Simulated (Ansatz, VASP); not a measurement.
**TiC in VASP and in Ansatz**

```
Ti C
1.0
     0.00000    2.16400    2.16400
     2.16400    0.00000    2.16400
     2.16400    2.16400    0.00000
Ti C
1 1
Direct
  0.00000 0.00000 0.00000
  0.51733 0.48267 0.51733
```

Change from the starting cell: all C atoms moved +0.075 Å, as atom 2 along Cartesian [0 1 0].

Alike in both runs: task single point; functional PBEsol; k mesh 18 × 18 × 18; occupations gaussian, width 0.15 eV; no spin polarisation.

|  | VASP | Ansatz |
| --- | --- | --- |
| version | VASP 6.6.1 | Ansatz 0.2.0 |
| potentials or method | VASP PAW PBE potentials, release 64 (Ti_sv, C), cutoff 520 eV | scalar-relativistic, plane waves, PAW |
| valence electrons in the cell | 16 | 16 |

Ansatz gave:

| Quantity | Value |
| --- | --- |
| gap on the k mesh at the Fermi level (eV) | none |
| pressure (GPa) | -5.5 |
| traceless stress, the component that is largest in VASP (GPa) | 1.01 |
| rms of the force components (eV/Å) | 0.400 |

Question: Estimate VASP's values.

Answer: gap on the k mesh at the Fermi level (eV): none; pressure (GPa): -5.2; traceless stress, the component that is largest in VASP (GPa): 1.02; rms of the force components (eV/Å): 0.401.

VASP's potentials were made for PBE, not for PBEsol. Atom by atom the forces differ by 0.001 eV/Å (rms over components). A gap of «none» marks a metal or a gap that the smearing closes. With one functional, cell and mesh, what is left measures potentials, basis and numerics.
